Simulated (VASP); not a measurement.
Here is a VASP 6.6.1 calculation.

The input INCAR:

```
SYSTEM = BN
ALGO = Normal
EDIFF = 1E-6
ENCUT = 600
GGA = PE
GGA_COMPAT = .False.
ISIF = 2
ISMEAR = 0
LASPH = .True.
LCHARG = .True.
LELF = .True.
LREAL = .False.
LVHAR = .True.
LWAVE = .False.
NBANDS = 16
NELM = 120
PREC = Accurate
SIGMA = 0.01
```

Contents of KPOINTS:

```
k-points
0
Gamma
  8 8 4
  0 0 0
```

POSCAR

```
BN
1.0
    2.5360000000      0.0000000000      0.0000000000
   -1.2680000000      2.1962404200      0.0000000000
    0.0000000000      0.0000000000      4.1990000000
B N
2 2
Direct
    0.6666666667      0.3333333333      0.0000000000
    0.3333333333      0.6666666667      0.5000000000
    0.6666666667      0.3333333333      0.3750000000
    0.3333333333      0.6666666667      0.8750000000
```

Potentials or basis: VASP PAW PBE potentials, release 64 (B, N).

Run with:

```bash
$ cat potpaw_PBE.64/B/POTCAR potpaw_PBE.64/N/POTCAR > POTCAR
$ mpirun -np 1 vasp_std > vasp.out
```

Task: What does it give for the pressure?

Result: 8.0 GPa.

Task: What does it give for the band gap on the k mesh?

Result: 5.52 eV, indirect (least direct gap 8.35 eV).

Task: Estimate the largest force.

Result: 0.057 eV/Å.

Stress tensor (GPa, compression positive):
```
8.41 0.00 0.00
0.00 8.41 0.00
0.00 0.00 7.18
```

A k mesh can miss the band edges.
